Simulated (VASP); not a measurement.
A run of VASP 6.6.1:

File INCAR:

```
PREC = Accurate
ENCUT = 520
EDIFF = 1E-6
ISMEAR = 0
SIGMA = 0.15
LREAL = False
LASPH = True
NELM = 100
ALGO = Normal
ISIF = 2
LWAVE = False
LCHARG = True
GGA = PE
IVDW = 12
LELF = True
LVHAR = True
NBANDS = 26
```

KPOINTS

```
Automatic mesh
0
Gamma
  22 22 4
```

File POSCAR:

```
C
1.0
   -1.2324898335     -2.1347350114      0.0000000000
    1.2324898335     -2.1347350114      0.0000000000
    0.0000000000      0.0000000000     14.4768657407
C
8
Direct
    1.0000000000      1.0000000000      0.8145121942
    1.0000000000      1.0000000000      0.3490500568
    0.0000000000      0.0000000000      0.1163189881
    0.0000000000      0.0000000000      0.5817811255
    0.6666666667      0.6666666667      0.8145121942
    0.6666666667      0.6666666667      0.3490500568
    0.3333333333      0.3333333333      0.1163189881
    0.3333333333      0.3333333333      0.5817811255
```

Potentials or basis: VASP PAW PBE potentials, release 64 (C).

Command:

```bash
$ cat potpaw_PBE.64/C/POTCAR > POTCAR
$ mpirun -np 1 vasp_std > vasp.out
```

Hardware: 1 thread of Oxide Virtual Turin-like Processor, on a shared host.

Estimate the wall time of this run.

It took 4.4 min on 1 thread of Oxide Virtual Turin-like Processor, on a shared host, peak memory 0.34 GiB. Counts: scf iterations 14, k points 196.
